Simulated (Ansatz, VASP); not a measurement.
CuF in VASP and in Ansatz

```
Cu F
1.0
     2.76254    0.00000    0.00000
    -1.38127    2.39243    0.00000
     0.00000    0.00000    6.40198
Cu F
2 2
Direct
  0.00000 0.00000 0.00000
  0.00000 0.00000 0.50000
  0.33333 0.66667 0.25000
  0.66667 0.33333 0.75000
```

Alike in both runs: task single point; functional r2SCAN; k mesh 12 × 12 × 4; occupations fermi-dirac, width 0.02 eV; no spin polarisation.

|  | VASP | Ansatz |
| --- | --- | --- |
| version | VASP 6.6.1 | Ansatz 0.2.0 |
| potentials or method | VASP PAW PBE potentials, release 64 (Cu, F) | plane waves, PAW |
| plane-wave cutoff (eV) | 520 | 500 |
| valence electrons in the cell | 36 | 52 |

|  | VASP | Ansatz | Ansatz less VASP |
| --- | --- | --- | --- |
| pressure (GPa) | 0.1 | 0.0 | -0.12 |
| traceless stress, the component that is largest in VASP (GPa) | 0.29 | -0.02 | -0.316 |

VASP's potentials were made for PBE, not for r2SCAN. VASP's potentials hold 36 valence electrons a cell and Ansatz's 52, so a difference there can come from the potentials and not from the codes.
